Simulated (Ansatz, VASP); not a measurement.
## MgO in VASP and in Ansatz

```
CELL_PARAMETERS angstrom
0.00000 2.11000 2.11000
2.11000 0.00000 2.11000
2.11000 2.11000 0.00000
ATOMIC_POSITIONS crystal
Mg 0.00000 0.00000 0.00000
O 0.50000 0.50000 0.50000
```

Alike in both runs: task relaxation of cell and atoms; functional PBEsol; k mesh 10 × 10 × 10; occupations gaussian, width 0.02 eV; no spin polarisation.

```csv
,VASP,Ansatz
version,VASP 6.6.1,Ansatz 0.2.0
potentials or method,"VASP PAW PBE potentials, release 64 (Mg, O), cutoff 600 eV","scalar-relativistic, plane waves, PAW"
valence electrons in the cell,8,16
```

```tsv
	VASP	Ansatz	Ansatz less VASP
gap on the k mesh at the Fermi level, each at its own relaxed structure (eV)	4.67	4.62	-0.045
relaxed volume (Å³/atom)	9.31	9.36	+0.048
relaxed cell length with the largest relative difference (Å)	2.975	2.980	+0.0051
```

VASP's potentials were made for PBE, not for PBEsol, and Ansatz warns of the same on its side. VASP's potentials hold 8 valence electrons a cell and Ansatz's 16, so a difference there can come from the potentials and not from the codes.
